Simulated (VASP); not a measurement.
Wanted: the native input for a VASP 6.6.1 run.

```yaml
Task: single point
Functional: r2SCAN
Potentials_or_basis: VASP PAW PBE potentials, release 64 (Tl_d)
Cutoff: 550 eV
k_mesh: 5 × 5 × 5
Occupations: fermi-dirac, width 0.05 eV
Spin: no spin polarisation
Dipole_correction: no
Further_INCAR_settings: ALGO = Normal; EDIFF = 1e-06; NBANDS = 20
```

Crystal: Tl.

```
Tl
1.0
     0.00000    3.05667    3.05667
     3.05667    0.00000    3.05667
     3.05667    3.05667    0.00000
Tl
2
Cartesian
  6.1133 6.1133 6.1133
  1.5283 1.5283 1.5283
```

This isn't the form of Tl at room conditions, which is hcp.

These files were run (other wordings do the same):

POSCAR

```
Tl
1.0
    0.0000000000      3.0566730649      3.0566730649
    3.0566730649      0.0000000000      3.0566730649
    3.0566730649      3.0566730649      0.0000000000
Tl
2
Direct
    1.0000000000      1.0000000000      1.0000000000
    0.2500000000      0.2500000000      0.2500000000
```

INCAR.step1

```
ALGO     = Normal         # electronic algorithm
EDIFF    = 1E-5           # SCF threshold, eV
ENCUT    = 550            # plane-wave cutoff, eV
GGA      = PE             # functional
GGA_COMPAT= False        
ISMEAR   = -1             # smearing method
LASPH    = True           # aspherical terms in the spheres
LCHARG   = False          # write CHGCAR
LREAL    = False          # projectors in reciprocal space
LWAVE    = True           # write WAVECAR
NBANDS   = 20             # bands
NELM     = 120            # most SCF steps
PREC     = Accurate       # precision mode
SIGMA    = 0.05           # smearing width, eV
```

INCAR.step2

```
ALGO     = Normal         # electronic algorithm
EDIFF    = 1E-6           # SCF threshold, eV
ENCUT    = 550            # plane-wave cutoff, eV
GGA_COMPAT= False        
ISIF     = 2              # what is computed and relaxed
ISMEAR   = -1             # smearing method
ISTART   = 1            
LASPH    = True           # aspherical terms in the spheres
LCHARG   = True           # write CHGCAR
LELF     = True           # ELF
LMIXTAU  = True         
LREAL    = False          # projectors in reciprocal space
LVHAR    = True         
LWAVE    = False          # write WAVECAR
METAGGA  = R2SCAN         # meta-GGA
NBANDS   = 20             # bands
NELM     = 120            # most SCF steps
PREC     = Accurate       # precision mode
SIGMA    = 0.05           # smearing width, eV
```

KPOINTS

```
k-points
0
Gamma
  5 5 5
```

Potentials or basis: VASP PAW PBE potentials, release 64 (Tl_d).

The run is started by

```console
$ cat potpaw_PBE.64/Tl_d/POTCAR > POTCAR
$ cp INCAR.step1 INCAR
$ mpirun -np 1 vasp_std > vasp.out
$ cp INCAR.step2 INCAR
$ mpirun -np 1 vasp_std > vasp.out
```

Results of the run:

The pressure is 20.0 GPa and the band gap on the k mesh is zero (bands 13 and 14 overlap by 4.59 eV).

Caveat: the cell stands under pressure; the PAW data sets were made with another functional, which shifts forces and pressure a little; spin-orbit coupling is left out, which moves the levels of the heavy elements.

Run time: 36 s on 1 thread of Intel(R) Xeon(R) 6975P-C (Granite Rapids) (shared host), peak memory 0.2 GiB.
